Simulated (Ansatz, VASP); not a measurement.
# One calculation of NiO, two programs

The input INCAR:

```
  PREC = Accurate
  ENCUT = 520
  EDIFF = 1E-6
  ISMEAR = -1
  SIGMA = 0.05
  LREAL = F
  LASPH = T
  NELM = 150
  ALGO = Normal
  ISIF = 2
  LWAVE = F
  LCHARG = F
  ISPIN = 2
  MAGMOM = 1 0
  LORBIT = 11
  LMAXMIX = 4
  LDAU = T
  LDAUTYPE = 2
  LDAUL = 2 -1
  LDAUU = 3 0
  LDAUJ = 0 0
  LDAUPRINT = 1
  GGA = PE
  NBANDS = 19
```

Contents of KPOINTS:

```
Automatic mesh
0
Gamma
  11 11 11
```

File POSCAR:

```
NiO
1.0
    0.0000000000      2.0859016414      2.0859016414
    2.0859016414      0.0000000000      2.0859016414
    2.0859016414      2.0859016414      0.0000000000
Ni O
1 1
Direct
    0.0000000000      0.0000000000      0.0000000000
    0.5000000000      0.5000000000      0.5000000000
```

The input input.yaml:

```yaml
crystal:
  lattice:
    - [0.0, 2.0859016414, 2.0859016414]
    - [2.0859016414, 0.0, 2.0859016414]
    - [2.0859016414, 2.0859016414, 0.0]
  atoms:
    - { symbol: Ni, position: [0.0, 0.0, 0.0], spin: 1.0 }
    - { symbol: O, position: [0.5, 0.5, 0.5] }
hamiltonian:
  xc: pbe
  pseudopotentials: { kind: paw }
  hubbard: { sites: [{ species: Ni, l: d, u_eff: 3.0 }] }
magnetization:
  spin_polarized: true
kpoints:
  mp_grid: { grid: [11, 11, 11] }
scf:
  occupations: { method: fermi_dirac, width: 0.05 }
  n_extra_bands: 6
output:
  forces: true
  stress: true
  eigenvalues: true
  dos: { projected: true, de: 0.05, nscf_kmesh: { grid: [17, 17, 17] } }
```

Alike in both runs: functional PBE; k mesh 11 × 11 × 11; occupations fermi-dirac, width 0.05 eV; collinear spin; Hubbard terms Ni d U = 3.0 eV.

|  | VASP | Ansatz |
| --- | --- | --- |
| version | VASP 6.6.1 | Ansatz 0.2.0 |
| potentials or method | VASP PAW PBE potentials, release 64 (Ni, O) | Ansatz PAW |
| plane-wave cutoff (eV) | 520 | 420 |
| valence electrons in the cell | 16 | 24 |
| task | single point | projected density of states |

|  | VASP | Ansatz | Ansatz less VASP |
| --- | --- | --- | --- |
| gap on the k mesh at the Fermi level (eV) | 0.86 | 0.79 | -0.076 |
| least direct gap on the mesh (eV) | 1.69 | 1.63 | -0.067 |
| pressure (GPa) | 6.6 | 11.4 | +4.81 |
| net moment per atom (μB) | 1.00 | 1.00 | 0.000 |
| size of the moment on the site where the two differ most (μB) | 1.72 | 1.65 | -0.061 |

Site moments also hang on the region over which each program counts them. The programs project onto different local orbitals, so the same U acts differently, and such runs can settle in different states. VASP's potentials hold 16 valence electrons a cell and Ansatz's 24, so a difference there can come from the potentials and not from the codes.

Noted on Ansatz's run: the magnetic or orbital state may not be the lowest; odd divisions of the mesh miss points on the zone boundary, where band edges often lie, so the gap on the mesh can be too wide.
